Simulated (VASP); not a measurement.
Input of a VASP 6.6.1 run:

The input INCAR:

```
PREC     = Accurate       # precision mode
ENCUT    = 520            # plane-wave cutoff, eV
EDIFF    = 1E-6           # SCF threshold, eV
ISMEAR   = 0              # smearing method
SIGMA    = 0.1            # smearing width, eV
LREAL    = False          # projectors in reciprocal space
LASPH    = True           # aspherical terms in the spheres
NELM     = 80             # most SCF steps
ALGO     = Normal         # electronic algorithm
ISIF     = 2              # what is computed and relaxed
LWAVE    = False          # write WAVECAR
LCHARG   = True           # write CHGCAR
LDIPOL   = True         
IDIPOL   = 3            
DIPOL    = 0.5 0.5 0.297
GGA      = PE             # functional
LELF     = True           # ELF
LVHAR    = True         
LVACPOTAV= True         
NBANDS   = 36             # bands
```

Contents of KPOINTS:

```
regular mesh
0
Gamma
  5 5 1
```

The input POSCAR:

```
Al6N
1.0
    5.7143028096      0.0000000000      0.0000000000
    0.0000000000      5.7143028096      0.0000000000
    0.0000000000      0.0000000000     22.1750227687
Al N
12 2
Direct
    0.2500000000      0.2500000000      0.1803831293
    0.2500000000      0.7500000000      0.1803831293
    0.7500000000      0.2500000000      0.1803831293
    0.7500000000      0.7500000000      0.1803831293
    0.0000000000      0.0000000000      0.2744094920
    0.0000000000      0.5000000000      0.2744094920
    0.5000000000      0.0000000000      0.2744094920
    0.5000000000      0.5000000000      0.2744094920
    0.2500000000      0.2500000000      0.3686590473
    0.2500000000      0.7500000000      0.3686590473
    0.7500000000      0.2500000000      0.3686590473
    0.7500000000      0.7500000000      0.3686590473
    0.2375007853      0.5000000000      0.4335969739
    0.7624992147      0.5000000000      0.4335969739
```

Potentials or basis: VASP PAW PBE potentials, release 64 (Al, N).

The run is started by

```sh
$ cat potpaw_PBE.64/Al/POTCAR potpaw_PBE.64/N/POTCAR > POTCAR
$ mpirun -np 1 vasp_std > vasp.out
```

(1) Estimate the largest force.

(2) Predict the band gap on the k mesh.

Answers

(1) 2.916 eV/Å.

(2) zero (bands 23 and 24 overlap by 0.40 eV).
